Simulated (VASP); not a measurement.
# Zr (P6_3/mmc) in VASP: single point with r2SCAN

Aim: the single point of Zr with r2SCAN.

Program: VASP 6.6.1. These are calculated values, not measurements. Logs are shortened: lines on timing, memory, paths and dates and some standing lists are left out, and cuts for length are marked.

## Step 1: The cell of the first run

Symmetry: P6_3/mmc, No. 194, hexagonal system. Conventional cell: a = 3.230 Å, b = 3.230 Å, c = 5.145 Å, α = 90.00°, β = 90.00°, γ = 120.00°. Within 4.2 Å of Zr (site symmetry -6m2) lie 12 Zr at 3.18 to 3.23 Å.

## Step 2: Single point, r2SCAN

POSCAR

```
Zr
1.0
    3.2299999173      0.0000000000      0.0000000000
   -1.6149999587      2.7972619826      0.0000000000
    0.0000000000      0.0000000000      5.1453898683
Zr
2
Direct
    0.3333333333      0.6666666667      0.7500000000
    0.6666666667      0.3333333333      0.2500000000
```

INCAR.step1

```
PREC     = Accurate       # precision mode
ENCUT    = 520            # plane-wave cutoff, eV
ISMEAR   = 0              # smearing method
SIGMA    = 0.05           # smearing width, eV
LREAL    = F              # projectors in reciprocal space
LASPH    = T              # aspherical terms in the spheres
NELM     = 100            # most SCF steps
NBANDS   = 19             # bands
GGA      = PE             # functional
ALGO     = Normal         # electronic algorithm
EDIFF    = 1E-4           # SCF threshold, eV
LWAVE    = T              # write WAVECAR
LCHARG   = F              # write CHGCAR
```

INCAR.step2

```
PREC     = Accurate       # precision mode
ENCUT    = 520            # plane-wave cutoff, eV
EDIFF    = 1E-6           # SCF threshold, eV
ISMEAR   = 0              # smearing method
SIGMA    = 0.05           # smearing width, eV
LREAL    = F              # projectors in reciprocal space
LASPH    = T              # aspherical terms in the spheres
NELM     = 100            # most SCF steps
ALGO     = Normal         # electronic algorithm
ISIF     = 2              # what is computed and relaxed
LWAVE    = F              # write WAVECAR
LCHARG   = T              # write CHGCAR
METAGGA  = R2SCAN         # meta-GGA
LMIXTAU  = T            
LELF     = T              # ELF
LVHAR    = T            
NBANDS   = 19             # bands
ISTART   = 1
```

KPOINTS

```
Automatic mesh
0
Gamma
  12 12 8
```

Potentials or basis: VASP PAW PBE potentials, release 64 (Zr_sv).

Run with:

```
> cat potpaw_PBE.64/Zr_sv/POTCAR > POTCAR
> cp INCAR.step1 INCAR
> mpirun -np 1 vasp_std > vasp.out
> cp INCAR.step2 INCAR
> mpirun -np 1 vasp_std > vasp.out
```

OUTCAR:

```text
PREC = Accurate
   ENCUT = 520
   EDIFF = 1E-6
   ISMEAR = 0
   LREAL = F
   LASPH = T
   NELM = 100
   ISIF = 2
   METAGGA = R2SCAN
   ISTART = 1

 ion  position               nearest neighbor table
   1  0.333  0.667  0.750-   2 3.18   2 3.18   2 3.18   2 3.18   2 3.18   2 3.18
   2  0.667  0.333  0.250-   1 3.18   1 3.18   1 3.18   1 3.18   1 3.18   1 3.18

  LATTYP: Found a hexagonal cell.
 ALAT       =     3.2299999173
 C/A-ratio  =     1.5930000000

  Lattice vectors:

 A1 = (   3.2299999173,   0.0000000000,   0.0000000000)
 A2 = (  -1.6149999587,   2.7972619826,   0.0000000000)
 A3 = (   0.0000000000,   0.0000000000,   5.1453898683)

Analysis of symmetry for initial positions (statically):
=====================================================================
 Subroutine PRICEL returns:
 Original cell was already a primitive cell.

 Routine SETGRP: Setting up the symmetry group for a
 hexagonal supercell.

 Subroutine GETGRP returns: Found 24 space group operations
 (whereof 12 operations were pure point group operations)
 out of a pool of 24 trial point group operations.

The static configuration has the point symmetry D_3d.
 The point group associated with its full space group is D_6h.

Analysis of symmetry for dynamics (positions and initial velocities):
=====================================================================
 Subroutine PRICEL returns:
 Original cell was already a primitive cell.

 Routine SETGRP: Setting up the symmetry group for a
 hexagonal supercell.

 Subroutine GETGRP returns: Found 24 space group operations
 (whereof 12 operations were pure point group operations)
 out of a pool of 24 trial point group operations.

The dynamic configuration has the point symmetry D_3d.
 The point group associated with its full space group is D_6h.

 Subroutine INISYM returns: Found 24 space group operations
 (whereof 12 operations are pure point group operations),
 and found     1 'primitive' translations

----------------------------------------------------------------------------------------

                                     Primitive cell

  volume of cell :      46.4894

  direct lattice vectors                    reciprocal lattice vectors
     3.229999917  0.000000000  0.000000000     0.309597531  0.178746218  0.000000000
    -1.614999959  2.797261983  0.000000000     0.000000000  0.357492436  0.000000000
     0.000000000  0.000000000  5.145389868     0.000000000  0.000000000  0.194348733

  length of vectors
     3.229999917  3.229999917  5.145389868     0.357492436  0.357492436  0.194348733

  position of ions in fractional coordinates (direct lattice)
     0.333333333  0.666666667  0.750000000
     0.666666667  0.333333333  0.250000000

  ion indices of the primitive-cell ions
   primitive index   ion index
                 1           1
                 2           2

----------------------------------------------------------------------------------------

 KPOINTS: Automatic mesh

Automatic generation of k-mesh.
 Grid dimensions read from file:
 generate k-points for:   12   12    8

 Generating k-lattice:

  Cartesian coordinates                     Fractional coordinates (reciprocal lattice)
     0.025799794  0.014895518  0.000000000     0.083333333  0.000000000  0.000000000
     0.000000000  0.029791036  0.000000000     0.000000000  0.083333333  0.000000000
     0.000000000  0.000000000  0.024293592     0.000000000  0.000000000  0.125000000

  Length of vectors
     0.029791036  0.029791036  0.024293592

  Shift w.r.t. Gamma in fractional coordinates (k-lattice)
     0.000000000  0.000000000  0.000000000

 Subroutine IBZKPT returns following result:
 ===========================================

 Found     95 irreducible k-points:

 Following reciprocal coordinates:
            Coordinates               Weight
  0.000000  0.000000  0.000000      1.000000
  0.083333  0.000000  0.000000      6.000000
  0.166667  0.000000  0.000000      6.000000
  0.250000  0.000000  0.000000      6.000000
  0.333333  0.000000  0.000000      6.000000
  0.416667  0.000000  0.000000      6.000000
[... 16 lines left out ...]
  0.250000  0.000000  0.125000     12.000000
  0.333333  0.000000  0.125000     12.000000
 [... further k-points ...]
   k-points           NKPTS =     95   k-points in BZ     NKDIM =     95   number of bands    NBANDS=     19
   number of dos      NEDOS =    301   number of ions     NIONS =      2
   total plane-waves  NPLWV =  23040
   dimension x,y,z NGX =    24 NGY =   24 NGZ =   40
   dimension x,y,z NGXF=    48 NGYF=   48 NGZF=   80
   ions per type =               2
   NGX,Y,Z   is equivalent  to a cutoff of  12.35, 12.35, 12.92 a.u.
   NGXF,Y,Z  is equivalent  to a cutoff of  24.71, 24.71, 25.85 a.u.
 SYSTEM =  unknown system
   PREC   = accura    normal or accurate (medium, high low for compatibility)
   ISTART =      1    job   : 0-new  1-cont  2-samecut
   ICHARG =      0    charge: 1-file 2-atom 10-const
   ISPIN  =      1    spin polarized calculation?
   LNONCOLLINEAR =      F non collinear calculations
   LSORBIT =      F    spin-orbit coupling
   LASPH  =      T    aspherical Exc in radial PAW
   ENCUT  =  520.0 eV  38.22 Ry    6.18 a.u.   6.01  6.01  9.57*2*pi/ulx,y,z
   NELM   =    100;   NELMIN=  2; NELMDL=  0     # of ELM steps
   EDIFF  = 0.1E-05   stopping-criterion for ELM
   LREAL  =      F    real-space projection
   EDIFFG = 0.1E-04   stopping-criterion for IOM
   NSW    =      0    number of steps for IOM
   IBRION =     -1    ionic relax: 0-MD 1-quasi-New 2-CG
   NFREE  =      0    steps in history (QN), initial steepest desc. (CG)
   ISIF   =      2    stress and relaxation
   ISYM   =      2    0-nonsym 1-usesym 2-fastsym
   POTIM  = 0.5000    time-step for ionic-motion
   TEBEG  =    0.0;   TEEND  =   0.0 temperature during run
   PSTRESS=    0.0 pullay stress
   NELECT =      24.0000    total number of electrons
   NUPDOWN=      -1.0000    fix difference up-down
   EMIN   =  10.00;   EMAX   =-10.00  energy-range for DOS
   EFERMI =   0.00;   METHOD = LEGACY
   ISMEAR =     0;   SIGMA  =   0.05  broadening in eV -4-tet -1-fermi 0-gaus
   EFERMI_NEDOS =   21; number of points for ismear=-14 and -15
   IALGO  =     38    algorithm
   IMIX   =      4    mixing-type and parameters
     AMIX     =   0.40;   BMIX     =  1.00
     AMIX_MAG =   1.60;   BMIX_MAG =  1.00
  volume/ion in A,a.u.               =      23.24       156.86
  Fermi-wavevector in a.u.,A,eV,Ry     =   1.313290  2.481758 23.466380  1.724730
  Thomas-Fermi vector in A             =   2.443623
   LORBIT       =      0    0 simple, 1 ext, 2 COOP (PROOUT), +10 PAW based schemes
   METAGGA = R2SCAN    functional components
   LHFCALC =     F    Hartree Fock is set to
   AEXX    =    0.0000 exact exchange contribution
   IVDW    =     0    specifies the selected vdW correction
   LEPSILON=     F    determine dielectric tensor
   LRPA    =     F    only Hartree local field effects (RPA)
 non-spin polarized calculation
 Gauss-broadening in eV      SIGMA  =   0.05
  energy-cutoff  :      520.00
  volume of cell :       46.49
 maximum number of plane-waves:      1284
   NGX = 13   NGY = 13   NGZ = 19

 number of electron      24.0000000 magnetization

 Free energy of the ion-electron system (eV)
  ---------------------------------------------------
  ext. energy  EPLUGINS =         0.00000000
  ---------------------------------------------------
  free energy    TOTEN  =       -45.49979548 eV

  energy without entropy =      -45.49819383  energy(sigma->0) =      -45.49899466

 E-fermi :   9.0764     XC(G=0): -11.9581

 val. band max:        9.0721081733   @ k =   0.1667   0.0000   0.2500
 cond. band min:       9.0787954620   @ k =   0.0000   0.0000   0.5000
 fundamental gap:      0.0066872887
 Fermi energy:         9.0764180494

 k-point     1 :       0.0000    0.0000    0.0000
  band No.  band energies     occupation
      1     -41.4956      2.00000
      2     -41.3278      2.00000
      3     -19.3575      2.00000
      4     -18.4337      2.00000
      5     -18.4337      2.00000
      6     -18.2935      2.00000
[... 11 lines left out ...]
     18      11.4551      0.00000
     19      13.7846      0.00000

 k-point     2 :       0.0833    0.0000    0.0000
  band No.  band energies     occupation
      1     -41.4870      2.00000
      2     -41.3242      2.00000
      3     -19.3349      2.00000
      4     -18.4835      2.00000
      5     -18.4500      2.00000
      6     -18.3399      2.00000
[... 11 lines left out ...]
     18      11.2737      0.00000
     19      13.9179      0.00000

 k-point     3 :       0.1667    0.0000    0.0000
  band No.  band energies     occupation
      1     -41.4631      2.00000
      2     -41.3149      2.00000
      3     -19.2701      2.00000
      4     -18.6197      2.00000
      5     -18.4929      2.00000
      6     -18.4769      2.00000
[... 11 lines left out ...]
     18      11.4679      0.00000
     19      14.1881      0.00000

 k-point     4 :       0.2500    0.0000    0.0000
  band No.  band energies     occupation
      1     -41.4288      2.00000
      2     -41.3036      2.00000
      3     -19.1722      2.00000
      4     -18.8055      2.00000
      5     -18.6554      2.00000
      6     -18.5486      2.00000
[... 11 lines left out ...]
     18      12.2577      0.00000
     19      14.4309      0.00000

 k-point     5 :       0.3333    0.0000    0.0000
  band No.  band energies     occupation
      1     -41.3916      2.00000
      2     -41.2949      2.00000
      3     -19.0566      2.00000
      4     -18.9903      2.00000
      5     -18.8256      2.00000
      6     -18.6020      2.00000
[... 11 lines left out ...]
     18      13.2139      0.00000
     19      14.5898      0.00000
[... 334 lines left out ...]
      2     -41.3305      2.00000
      3     -19.2992      2.00000
      4     -18.4770      2.00000
      5     -18.4442      2.00000
      6     -18.3782      2.00000
[... 11 lines left out ...]
     18      11.5228      0.00000
     19      13.9429      0.00000

 k-point    22 :       0.1667    0.0000    0.1250
  band No.  band energies     occupation
      1     -41.4575      2.00000
      2     -41.3207      2.00000
      3     -19.2417      2.00000
      4     -18.6099      2.00000
      5     -18.5085      2.00000
      6     -18.4862      2.00000
[... 11 lines left out ...]
     18      11.4981      0.00000
     19      14.1681      0.00000

 k-point    23 :       0.2500    0.0000    0.1250
  band No.  band energies     occupation
      1     -41.4241      2.00000
      2     -41.3084      2.00000
      3     -19.1613      2.00000
      4     -18.7861      2.00000
      5     -18.6823      2.00000
      6     -18.5409      2.00000
[... 11 lines left out ...]
     18      12.1932      0.00000
     19      14.3628      0.00000

 k-point    24 :       0.3333    0.0000    0.1250
  band No.  band energies     occupation
      1     -41.3880      2.00000
      2     -41.2986      2.00000
      3     -19.1076      2.00000
      4     -18.9255      2.00000
      5     -18.8419      2.00000
      6     -18.5934      2.00000
[... 11 lines left out ...]
     18      13.0946      0.00000
     19      14.4914      0.00000

 [... further k-points ...]
[... 5 lines left out ...]
  --------------------------------------------------------------------------------------
  -------------------------------------------------------------------------------------
  Total        0.3478657      0.3478657      0.2520275     -0.0000000     -0.0000000     -0.0000000
  in kB       11.9885936     11.9885936      8.6856946     -0.0000000     -0.0000000     -0.0000000
  external PRESSURE =      10.8876273 kB  Pullay stress =       0.0000000 kB

 VOLUME and BASIS-vectors are now :
 -----------------------------------------------------------------------------
  energy-cutoff  :      520.00
  volume of cell :       46.49
      direct lattice vectors                 reciprocal lattice vectors
     3.229999917  0.000000000  0.000000000     0.309597531  0.178746218  0.000000000
    -1.614999959  2.797261983  0.000000000     0.000000000  0.357492436  0.000000000
     0.000000000  0.000000000  5.145389868     0.000000000  0.000000000  0.194348733

 POSITION                                       TOTAL-FORCE (eV/Angst)
 -----------------------------------------------------------------------------------
     -0.00000      1.86484      3.85904        -0.000000      0.000000      0.000000
      1.61500      0.93242      1.28635         0.000000     -0.000000      0.000000
 -----------------------------------------------------------------------------------
    total drift:                               -0.000000      0.000000     -0.000000

  FREE ENERGIE OF THE ION-ELECTRON SYSTEM (eV)
  ---------------------------------------------------
  free  energy   TOTEN  =       -45.4997954833 eV

  energy  without entropy=      -45.4981938344  energy(sigma->0) =      -45.49899466
```

Run time: 2 min. Hardware: 1 thread of Intel Xeon Platinum 8488C (Sapphire Rapids), shared host; peak memory 0.21 GiB.

Results:

```
Free energy            : -45.4998 eV
Pressure               : 1.1 GPa
Band gap on the k mesh : zero (bands 12 and 13 overlap by 1.18 eV)
```

Levels at points of the mesh, in eV from the Fermi level:
| k point | band 8 | band 9 | band 10 | band 11 | band 12 | band 13 | band 14 | band 15 | band 16 | band 17 |
| --- | --- | --- | --- | --- | --- | --- | --- | --- | --- | --- |
| (0.00, 0.00, 0.00) | -27.36 | -6.03 | -3.22 | 0.96 | 0.96 | 1.02 | 1.12 | 1.71 | 1.71 | 2.38 |
| (0.50, 0.00, 0.00) | -27.48 | -2.72 | -2.67 | -2.28 | -0.38 | 0.67 | 0.84 | 1.57 | 5.17 | 5.58 |
| (0.00, 0.00, 0.50) | -27.44 | -4.23 | -4.23 | 0.00 | 0.00 | 0.88 | 0.88 | 0.88 | 0.88 | 4.24 |
| (0.50, 0.00, 0.50) | -27.61 | -3.03 | -3.03 | -1.11 | -1.11 | 1.57 | 1.57 | 2.41 | 2.41 | 5.41 |

Caveat: the PAW data sets were made with another functional, which shifts forces and pressure a little.
